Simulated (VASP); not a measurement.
Here is a VASP 6.6.1 calculation.

The input INCAR:

```
PREC     = Accurate       # precision mode
ENCUT    = 500            # plane-wave cutoff, eV
EDIFF    = 1E-6           # SCF threshold, eV
ISMEAR   = -1             # smearing method
SIGMA    = 0.05           # smearing width, eV
LREAL    = F              # projectors in reciprocal space
LASPH    = T              # aspherical terms in the spheres
NELM     = 120            # most SCF steps
ALGO     = Normal         # electronic algorithm
ISIF     = 2              # what is computed and relaxed
LWAVE    = F              # write WAVECAR
LCHARG   = T              # write CHGCAR
GGA      = PE             # functional
IVDW     = 12             # dispersion correction
LELF     = T              # ELF
LVHAR    = T            
NBANDS   = 12             # bands
GGA_COMPAT= F
```

KPOINTS

```
Automatic mesh
0
Gamma
  12 12 12
```

File POSCAR:

```
Zn
1.0
    0.0000000000      2.1164907850      2.1164907850
    2.1164907850      0.0000000000      2.1164907850
    2.1164907850      2.1164907850      0.0000000000
Zn
1
Direct
    0.0000000000      0.0000000000      0.0000000000
```

Potentials or basis: VASP PAW PBE potentials, release 64 (Zn).

The run is started by

```bash
$ cat potpaw_PBE.64/Zn/POTCAR > POTCAR
$ mpirun -np 1 vasp_std > vasp.out
```

Task: Predict the band gap on the k mesh.

Result: Zero (bands 6 and 7 overlap by 3.60 eV).

Task: What does it give for the dispersion energy per atom?

Result: -0.320 eV.

Caveat: the cell stands under tension.
